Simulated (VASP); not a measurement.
# Cu (Pm-3m) in VASP: notebook, part 2 of 2

VASP 6.6.1.

### Step 4. Density of states, PBEsol

Contents of POSCAR:

```
Cu
1.0
    2.3596196690      0.0000000000      0.0000000000
    0.0000000000      2.3596196690      0.0000000000
    0.0000000000      0.0000000000      2.3596196690
Cu
1
Direct
    0.0000000000      0.0000000000      0.0000000000
```

Contents of INCAR.step1:

```
PREC = Accurate ; ENCUT = 520
EDIFF = 1E-7 ; ISMEAR = -1
SIGMA = 0.08 ; LREAL = False
LASPH = True ; NELM = 80
ALGO = Normal ; ISIF = 2
LWAVE = False ; LCHARG = True
LMAXMIX = 4 ; GGA = PS
NBANDS = 12
```

Contents of KPOINTS.step1:

```
Automatic mesh
0
Gamma
  18 18 18
```

Contents of INCAR.step2:

```
PREC = Accurate ; ENCUT = 520
EDIFF = 1E-7 ; ISMEAR = -5
SIGMA = 0.08 ; LREAL = False
LASPH = True ; NELM = 80
ALGO = Normal ; ISIF = 2
LWAVE = False ; LCHARG = False
LMAXMIX = 4 ; GGA = PS
LORBIT = 11 ; NEDOS = 1001
ICHARG = 11
```

Contents of KPOINTS.step2:

```
Automatic mesh
0
Gamma
  27 27 27
```

Potentials or basis: VASP PAW PBE potentials, release 64 (Cu).

Command:

```console
cat potpaw_PBE.64/Cu/POTCAR > POTCAR
cp INCAR.step1 INCAR
cp KPOINTS.step1 KPOINTS
mpirun -np 1 vasp_std > vasp.out
cp INCAR.step2 INCAR
cp KPOINTS.step2 KPOINTS
mpirun -np 1 vasp_std > vasp.out
```

OUTCAR:

```text
PREC = Accurate
   ENCUT = 520
   EDIFF = 1E-7
   ISMEAR = -5
   LREAL = False
   LASPH = True
   NELM = 80
   ISIF = 2
   GGA = PS
   LORBIT = 11
   ICHARG = 11

 ion  position               nearest neighbor table
   1  0.000  0.000  0.000-

  LATTYP: Found a simple cubic cell.
 ALAT       =     2.3596196690

  Lattice vectors:

 A1 = (   2.3596196690,   0.0000000000,   0.0000000000)
 A2 = (   0.0000000000,   2.3596196690,   0.0000000000)
 A3 = (   0.0000000000,   0.0000000000,   2.3596196690)

Analysis of symmetry for initial positions (statically):
=====================================================================
 Subroutine PRICEL returns:
 Original cell was already a primitive cell.

 Routine SETGRP: Setting up the symmetry group for a
 simple cubic supercell.

 Subroutine GETGRP returns: Found 48 space group operations
 (whereof 48 operations were pure point group operations)
 out of a pool of 48 trial point group operations.

The static configuration has the point symmetry O_h .

Analysis of symmetry for dynamics (positions and initial velocities):
=====================================================================
 Subroutine PRICEL returns:
 Original cell was already a primitive cell.

 Routine SETGRP: Setting up the symmetry group for a
 simple cubic supercell.

 Subroutine GETGRP returns: Found 48 space group operations
 (whereof 48 operations were pure point group operations)
 out of a pool of 48 trial point group operations.

The dynamic configuration has the point symmetry O_h .

 Subroutine INISYM returns: Found 48 space group operations
 (whereof 48 operations are pure point group operations),
 and found     1 'primitive' translations

----------------------------------------------------------------------------------------

                                     Primitive cell

  volume of cell :      13.1379

[... 109 lines left out ...]
  volume/ion in A,a.u.               =      13.14        88.66
  Fermi-wavevector in a.u.,A,eV,Ry     =   1.542992  2.915832 32.393088  2.380825
  Thomas-Fermi vector in A             =   2.648718
   LORBIT       =     11    0 simple, 1 ext, 2 COOP (PROOUT), +10 PAW based schemes
   GGA     = PS    functional components
   LHFCALC =     F    Hartree Fock is set to
   AEXX    =    0.0000 exact exchange contribution
   IVDW    =     0    specifies the selected vdW correction
   LEPSILON=     F    determine dielectric tensor
   LRPA    =     F    only Hartree local field effects (RPA)
 non-spin polarized calculation
 Fermi weights with tetrahedron method with Bloechl corrections
  energy-cutoff  :      520.00
  volume of cell :       13.14
 maximum number of plane-waves:       365
 NGX is ok and might be reduce to    18

 number of electron      11.0000026 magnetization

 Free energy of the ion-electron system (eV)
  ---------------------------------------------------
  ext. energy  EPLUGINS =         0.00000000
  ---------------------------------------------------
  free energy    TOTEN  =        -3.78588782 eV

  energy without entropy =       -3.78588782  energy(sigma->0) =       -3.78588782

 E-fermi :   5.9835     XC(G=0): -12.2171

 val. band max:        5.9472488403   @ k =   0.3704   0.3333   0.0370
 cond. band min:       5.9882281007   @ k =   0.4074   0.2593   0.0741
 fundamental gap:      0.0409792605
 Fermi energy:         5.9834741267

 k-point     1 :       0.0000    0.0000    0.0000
  band No.  band energies     occupation
      1      -2.4102      2.00000
      2       1.9776      2.00000
      3       1.9776      2.00000
      4       4.7031      2.00000
      5       4.7031      2.00000
      6       4.7031      2.00000
      7      24.1449      0.00000
      8      24.1449      0.00000
      9      24.1449      0.00000
[... 265 lines left out ...]
 k-point    24 :       0.3704    0.0370    0.0000
  band No.  band energies     occupation
      1       0.8019      2.00000
      2       2.2843      2.00000
      3       3.3800      2.00000
      4       3.9893      2.00000
      5       4.0393      2.00000
      6       4.7541      2.00000
      7      10.7011      0.00000
      8      27.5151      0.00000
      9      28.7226      0.00000

 [... further k-points ...]
[... 5 lines left out ...]
  --------------------------------------------------------------------------------------
  -------------------------------------------------------------------------------------
  Total        0.0059239      0.0059239      0.0059239     -0.0000000     -0.0000000      0.0000000
  in kB        0.7224182      0.7224182      0.7224182     -0.0000000     -0.0000000      0.0000000
  external PRESSURE =       0.7224182 kB  Pullay stress =       0.0000000 kB

 VOLUME and BASIS-vectors are now :
 -----------------------------------------------------------------------------
  energy-cutoff  :      520.00
  volume of cell :       13.14
      direct lattice vectors                 reciprocal lattice vectors
     2.359619669  0.000000000  0.000000000     0.423797112  0.000000000  0.000000000
     0.000000000  2.359619669  0.000000000     0.000000000  0.423797112  0.000000000
     0.000000000  0.000000000  2.359619669     0.000000000  0.000000000  0.423797112

 POSITION                                       TOTAL-FORCE (eV/Angst)
 -----------------------------------------------------------------------------------
      0.00000      0.00000      0.00000         0.000000      0.000000      0.000000
 -----------------------------------------------------------------------------------
    total drift:                               -0.000000      0.000000     -0.000000

  FREE ENERGIE OF THE ION-ELECTRON SYSTEM (eV)
  ---------------------------------------------------
  free  energy   TOTEN  =        -3.7858878230 eV

  energy  without entropy=       -3.7858878230  energy(sigma->0) =       -3.78588782

 total charge

# of ion       s       p       d       tot
------------------------------------------
    1        0.482   0.334   9.205  10.020
```

OUTCAR.step1:

```text
PREC = Accurate
   ENCUT = 520
   EDIFF = 1E-7
   ISMEAR = -1
   LREAL = False
[... 576 lines left out ...]

 POSITION                                       TOTAL-FORCE (eV/Angst)
 -----------------------------------------------------------------------------------
      0.00000      0.00000      0.00000         0.000000      0.000000      0.000000
 -----------------------------------------------------------------------------------
    total drift:                                0.000000      0.000000      0.000000

  FREE ENERGIE OF THE ION-ELECTRON SYSTEM (eV)
  ---------------------------------------------------
  free  energy   TOTEN  =        -3.7889580404 eV

  energy  without entropy=       -3.7836001498  energy(sigma->0) =       -3.78627910
```

It took 85 s on 1 thread of Intel Xeon 8259CL, shared host; peak memory 0.19 GiB.

What came out:

```yaml
Valence_electrons_inside_the_program's_atomic_spheres: Cu 10.02
```

Caveat: the PAW data sets were made with another functional, which shifts forces and pressure a little; tetrahedron occupations give inexact forces and stress in metals.
